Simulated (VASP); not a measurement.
Set up this calculation in VASP 6.6.1, as the native input.

```
Task                   : single point
Functional             : PBE
Potentials or basis    : VASP PAW PBE potentials, release 64 (Ge_d)
Cutoff                 : 520 eV
k mesh                 : 12 × 12 × 5
Occupations            : gaussian, width 0.15 eV
Spin                   : no spin polarisation
Dipole correction      : no
Further INCAR settings : ALGO = Fast; EDIFF = 1e-06; NBANDS = 51
```

The structure of Ge lies in POSCAR:

```
Ge
1.0
    2.8805347711     -2.8805347711      0.0000000000
    2.8805347711      0.0000000000     -2.8805347711
    7.0413072183      5.1209507043      5.1209507043
Ge
6
Direct
    0.5463037037      0.5463037037      0.5416333333
    0.9537111111     -0.0462888889      0.2083000000
    0.1388962963      0.1388962963      0.8749666667
    0.4907481481      0.4907481481      0.7916333333
    0.8981555556     -0.1018444444      0.4583000000
    0.3055629630      0.3055629630      0.1249666667
```

These files were run (other wordings do the same):

INCAR

```
SYSTEM = Ge
ALGO = Fast ; EDIFF = 1E-6
ENCUT = 520 ; GGA = PE
ISIF = 2 ; ISMEAR = 0
LASPH = .TRUE. ; LCHARG = .FALSE.
LREAL = .FALSE. ; LWAVE = .FALSE.
NBANDS = 51 ; NELM = 60
PREC = Accurate ; SIGMA = 0.15
```

KPOINTS

```
k-points
0
G
  12 12 5
  0 0 0
```

Potentials or basis: VASP PAW PBE potentials, release 64 (Ge_d).

Launch:

```console
$ cat potpaw_PBE.64/Ge_d/POTCAR > POTCAR
$ mpirun -np 1 vasp_std > vasp.out
```

Results of the run:

- Pressure: 0.3 GPa
- Largest force: 0.892 eV/Å
- Band gap on the k mesh: zero (bands 42 and 43 overlap by 1.56 eV)

It took 28 min on 1 thread of Oxide Virtual Turin-like Processor, on a shared host, peak memory 0.92 GiB.
